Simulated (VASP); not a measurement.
Write the native input for VASP 6.6.1 that does the following.

- Task: single point
- Functional: PBE
- Dispersion: D3(BJ)
- Potentials or basis: VASP PAW PBE potentials, release 64 (Br)
- Cutoff: 520 eV
- k mesh: 22 × 22 × 22
- Occupations: gaussian, width 0.15 eV
- Spin: no spin polarisation
- Dipole correction: no
- Further INCAR settings: ALGO = Normal; EDIFF = 1e-06; NBANDS = 10

The structure of Br lies in POSCAR:

```
Br
1.0
   -1.3505500000      1.3505500000      3.0415500000
    1.3505500000     -1.3505500000      3.0415500000
    1.3505500000      1.3505500000     -3.0415500000
Br
1
Direct
    0.0000000000      0.0000000000      0.0000000000
```

The input as run:

INCAR

```
SYSTEM = Br
PREC = Accurate
ENCUT = 520
EDIFF = 1E-6
ISMEAR = 0
SIGMA = 0.15
LREAL = .FALSE.
LASPH = .TRUE.
NELM = 60
ALGO = Normal
ISIF = 2
LWAVE = .FALSE.
LCHARG = .TRUE.
GGA = PE
IVDW = 12
LELF = .TRUE.
LVHAR = .TRUE.
NBANDS = 10
```

KPOINTS

```
regular mesh
0
G
  22 22 22
  0 0 0
```

Potentials or basis: VASP PAW PBE potentials, release 64 (Br).

The run is started by

```sh
$ cat potpaw_PBE.64/Br/POTCAR > POTCAR
$ mpirun -np 1 vasp_std > vasp.out
```

It gave:

- Pressure: 11.2 GPa
- Band gap on the k mesh: zero (an odd number of electrons rules out a gap without spin polarisation)
- Dispersion energy per atom: -0.334 eV

Caveat: the cell stands under pressure; an odd number of electrons without spin polarisation forces a metal; a magnetic or distorted state may lie lower.

It took 2.7 min on 1 thread of Intel(R) Xeon(R) Platinum 8259CL CPU @ 2.50GHz (Skylake/Cascade Lake), on a shared host, peak memory 0.31 GiB.
